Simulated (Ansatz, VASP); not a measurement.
## Ca in VASP and in Ansatz

```xyz
1
Lattice="-2.3520 2.3520 2.2400 2.3520 -2.3520 2.2400 2.3520 2.3520 -2.2400" Properties=species:S:1:pos:R:3 pbc="T T T"
Ca    0.0000    0.0000    0.0000
```

Change from the starting cell: strain +0.050 along x and y, +0.000 along z, atoms carried along.

Alike in both runs: task single point; functional r2SCAN; k mesh 16 × 16 × 16; occupations gaussian, width 0.15 eV; no spin polarisation.

```csv
,VASP,Ansatz
version,VASP 6.6.1,Ansatz 0.2.0
potentials or method,"VASP PAW PBE potentials, release 64 (Ca_sv), cutoff 550 eV","scalar-relativistic, plane waves, PAW"
valence electrons in the cell,10,10
```

|  | VASP | Ansatz | Ansatz less VASP |
| --- | --- | --- | --- |
| gap on the k mesh at the Fermi level (eV) | none | none | - |
| pressure (GPa) | -1.9 | -1.9 | -0.04 |
| traceless stress, the component that is largest in VASP (GPa) | 0.09 | 0.09 | +0.001 |

VASP's potentials were made for PBE, not for r2SCAN. A gap of «none» marks a metal or a gap that the smearing closes.
